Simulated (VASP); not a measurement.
# Ga4SiN4 in VASP: single point with PBE

Aim: the single point of Ga4SiN4 with PBE.

Everything below comes from runs of VASP 6.6.1. Logs are shortened: lines on timing, memory, paths and dates and some standing lists are left out, and cuts for length are marked.

## 1. The cell of the first run

The cell holds a slab with vacuum, 9 atoms: a = 3.219 Å, b = 3.219 Å, c = 24.028 Å, α = 90.00°, β = 90.00°, γ = 120.00°.

## 2. Single point, PBE, collinear spin

File INCAR:

```
PREC     = Accurate       # precision mode
ENCUT    = 520            # plane-wave cutoff, eV
EDIFF    = 1E-6           # SCF threshold, eV
ISMEAR   = 0              # smearing method
SIGMA    = 0.05           # smearing width, eV
LREAL    = F              # projectors in reciprocal space
LASPH    = T              # aspherical terms in the spheres
NELM     = 150            # most SCF steps
ALGO     = Normal         # electronic algorithm
ISIF     = 2              # what is computed and relaxed
LWAVE    = F              # write WAVECAR
LCHARG   = F              # write CHGCAR
ISPIN    = 2              # spin polarisation
MAGMOM   = 0 0 0 0 0 0 0 0 2 # initial moments
LORBIT   = 11             # projections on sites
LDIPOL   = T            
IDIPOL   = 3            
DIPOL    = 0.5 0.5 0.375
GGA      = PE             # functional
NBANDS   = 52             # bands
```

File KPOINTS:

```
Automatic mesh
0
Gamma
  9 9 1
```

File POSCAR:

```
Ga4SiN4
1.0
    3.2186527221      0.0000000000      0.0000000000
   -1.6093263611      2.7874350233      0.0000000000
    0.0000000000      0.0000000000     24.0282017551
N Ga Si
4 4 1
Direct
    0.3333333333      0.6666666667      0.1664710510
    0.6666666667      0.3333333333      0.2755821727
    0.3333333333      0.6666666667      0.3877392400
    0.6666666667      0.3333333333      0.4977427760
    0.6666666667      0.3333333333      0.1933709034
    0.3333333333      0.6666666667      0.3024820251
    0.6666666667      0.3333333333      0.4109595809
    0.3333333333      0.6666666667      0.5213957284
    1.0000000000      1.0000000000      0.6199557078
```

Potentials or basis: VASP PAW PBE potentials, release 64 (N, Ga_d, Si).

The run is started by

```console
$ cat potpaw_PBE.64/N/POTCAR potpaw_PBE.64/Ga_d/POTCAR potpaw_PBE.64/Si/POTCAR > POTCAR
$ mpirun -np 1 vasp_std > vasp.out
```

OUTCAR:

```text
PREC = Accurate
   ENCUT = 520
   EDIFF = 1E-6
   ISMEAR = 0
   LREAL = F
   LASPH = T
   NELM = 150
   ISIF = 2
   ISPIN = 2
   LORBIT = 11
   GGA = PE

 ion  position               nearest neighbor table
   1  0.333  0.667  0.166-   5 1.97   5 1.97   5 1.97
   2  0.667  0.333  0.276-   6 1.97   6 1.97   6 1.97   5 1.98
   3  0.333  0.667  0.388-   7 1.94   7 1.94   7 1.94   6 2.05
   4  0.667  0.333  0.498-   8 1.94   8 1.94   8 1.94   7 2.09
   5  0.667  0.333  0.193-   1 1.97   1 1.97   1 1.97   2 1.98
   6  0.333  0.667  0.302-   2 1.97   2 1.97   2 1.97   3 2.05
   7  0.667  0.333  0.411-   3 1.94   3 1.94   3 1.94   4 2.09
   8  0.333  0.667  0.521-   4 1.94   4 1.94   4 1.94   9 3.01   9 3.01   9 3.01
   9  0.000  0.000  0.620-   8 3.01   8 3.01   8 3.01

  LATTYP: Found a hexagonal cell.
 ALAT       =     3.2186527221
 C/A-ratio  =     7.4652980081

  Lattice vectors:

 A1 = (   3.2186527221,   0.0000000000,   0.0000000000)
 A2 = (  -1.6093263611,   2.7874350233,   0.0000000000)
 A3 = (   0.0000000000,   0.0000000000,  24.0282017551)

Analysis of symmetry for initial positions (statically):
=====================================================================
 Subroutine PRICEL returns:
 Original cell was already a primitive cell.

 Routine SETGRP: Setting up the symmetry group for a
 hexagonal supercell.

 Subroutine GETGRP returns: Found  6 space group operations
 (whereof  6 operations were pure point group operations)
 out of a pool of 24 trial point group operations.

The static configuration has the point symmetry C_3v.

Analysis of symmetry for dynamics (positions and initial velocities):
=====================================================================
 Subroutine PRICEL returns:
 Original cell was already a primitive cell.

 Routine SETGRP: Setting up the symmetry group for a
 hexagonal supercell.

 Subroutine GETGRP returns: Found  6 space group operations
 (whereof  6 operations were pure point group operations)
 out of a pool of 24 trial point group operations.

The dynamic configuration has the point symmetry C_3v.

Analysis of structural, dynamic, and magnetic symmetry:
=====================================================================
 Subroutine PRICEL returns:
 Original cell was already a primitive cell.

 Routine SETGRP: Setting up the symmetry group for a
 hexagonal supercell.

[... 159 lines left out ...]

 E-fermi :   0.0371     XC(G=0):  -6.6329

 val. band max:        0.0007367273   @ k =   0.2222   0.1111   0.0000
 cond. band min:       0.0534694135   @ k =   0.3333   0.2222   0.0000
 fundamental gap:      0.0527326862
 Fermi energy:         0.0370535847

 spin component 1

 k-point     1 :       0.0000    0.0000    0.0000
  band No.  band energies     occupation
      1     -16.6130      1.00000
      2     -16.2296      1.00000
      3     -15.6159      1.00000
      4     -14.7090      1.00000
      5     -14.7090      1.00000
      6     -14.5042      1.00000
[... 625 lines left out ...]
     49       7.7673      0.00000
     50       7.9713      0.00000
 Fermi energy:         0.0370535847

 spin component 2

 k-point     1 :       0.0000    0.0000    0.0000
  band No.  band energies     occupation
      1     -16.6130      1.00000
      2     -16.2296      1.00000
      3     -15.6159      1.00000
      4     -14.7090      1.00000
      5     -14.7090      1.00000
      6     -14.5043      1.00000
[... 625 lines left out ...]
     49       7.7672      0.00000
     50       7.9710      0.00000
 [bands above 50 left out]

------------------------ aborting loop because EDIFF is reached ----------------------------------------

 vacuum level on the upper side and lower side of the slab       (xc-potential included)        -1.403         1.346

  FORCE on cell =-STRESS in cart. coord.  units (eV):
  Direction    XX          YY          ZZ          XY          YZ          ZX
  --------------------------------------------------------------------------------------
  -------------------------------------------------------------------------------------
  Total       -3.1714427     -3.1714427     -0.5852672      0.0000000      0.0000000      0.0000000
  in kB      -23.5704191    -23.5704191     -4.3497530      0.0000000      0.0000000      0.0000000
  external PRESSURE =     -17.1635304 kB  Pullay stress =       0.0000000 kB

 VOLUME and BASIS-vectors are now :
 -----------------------------------------------------------------------------
  energy-cutoff  :      520.00
  volume of cell :      215.58
      direct lattice vectors                 reciprocal lattice vectors
     3.218652722  0.000000000  0.000000000     0.310689001  0.179376379  0.000000000
    -1.609326361  2.787435023  0.000000000     0.000000000  0.358752757  0.000000000
     0.000000000  0.000000000 24.028201755     0.000000000  0.000000000  0.041617763

 POSITION                                       TOTAL-FORCE (eV/Angst)
 -----------------------------------------------------------------------------------
     -0.00000      1.85829      4.00000        -0.000000      0.000000      1.484685
      1.60933      0.92915      6.62174         0.000000     -0.000000      1.260349
     -0.00000      1.85829      9.31668        -0.000000      0.000000     -0.442377
      1.60933      0.92915     11.95986         0.000000     -0.000000     -1.120649
      1.60933      0.92915      4.64636        -0.000000     -0.000000     -2.120053
     -0.00000      1.85829      7.26810        -0.000000     -0.000000     -0.457212
      1.60933      0.92915      9.87462         0.000000     -0.000000      0.616765
     -0.00000      1.85829     12.52820        -0.000000     -0.000000      0.756267
      0.00000      0.00000     14.89642         0.000000     -0.000000      0.022224
 -----------------------------------------------------------------------------------
    total drift:                               -0.000002     -0.000003      0.000994

  FREE ENERGIE OF THE ION-ELECTRON SYSTEM (eV)
  ---------------------------------------------------
  free  energy   TOTEN  =       -49.7826990319 eV

  energy  without entropy=      -49.7705099079  energy(sigma->0) =      -49.77660447

 vacuum level on the upper side and lower side of the slab         5.001         7.771

 total charge

# of ion       s       p       d       tot
------------------------------------------
    1        1.267   2.330   0.000   3.597
    2        1.236   2.484   0.000   3.719
    3        1.228   2.500   0.000   3.728
    4        1.240   2.475   0.000   3.714
    5        0.793   0.845  10.146  11.784
    6        0.783   0.837  10.149  11.770
    7        0.788   0.857  10.161  11.806
    8        0.802   0.812  10.120  11.734
    9        0.908   0.567   0.000   1.475
--------------------------------------------------
tot          9.045  13.707  40.576  63.328

 magnetization (x)

# of ion       s       p       d       tot
------------------------------------------
    1       -0.000  -0.000   0.000  -0.000
    2       -0.000  -0.000   0.000  -0.000
    3       -0.000  -0.000   0.000  -0.000
    4        0.000  -0.000   0.000  -0.000
    5       -0.000  -0.000  -0.000  -0.000
    6       -0.000  -0.000  -0.000  -0.000
    7        0.000   0.000  -0.000   0.000
    8        0.000   0.000  -0.000   0.000
    9        0.000  -0.000   0.000  -0.000
--------------------------------------------------
tot         -0.000  -0.000  -0.000  -0.000
```

Run time: 32 min. Hardware: 1 thread of Intel Xeon 8259CL, shared host; peak memory 0.5 GiB.

Results:

```yaml
Free_energy: -49.7827 eV
Largest_force: 2.120 eV/Å
Band_gap_on_the_k_mesh: zero (filled and empty bands overlap)
Net_moment: 0.00 μB per cell
Valence_electrons_inside_the_program's_atomic_spheres: N 3.60, 3.72, 3.73, 3.71; Ga 11.78, 11.77, 11.81, 11.73; Si 1.48
```

Forces in eV/Å, atoms in the order of the input:
```
N    0.000  0.000  1.485
N    0.000  0.000  1.260
N    0.000  0.000 -0.442
N    0.000  0.000 -1.121
Ga   0.000  0.000 -2.120
Ga   0.000  0.000 -0.457
Ga   0.000  0.000  0.617
Ga   0.000  0.000  0.756
Si   0.000  0.000  0.022
```

Levels at points of the mesh, in eV from the Fermi level:
Spin up:
```tsv
k point	band 36	band 37	band 38	band 39	band 40	band 41
(0.00, 0.00, 0.00)	-0.24	0.41	0.41	1.68	2.61	3.19
```
Spin down:
```csv
k point,band 34,band 35,band 36,band 37,band 38,band 39,band 40,band 41,band 42,band 43
"(0.00, 0.00, 0.00)",-0.91,-0.91,-0.24,0.41,0.41,1.68,2.61,3.19,4.41,4.46
```
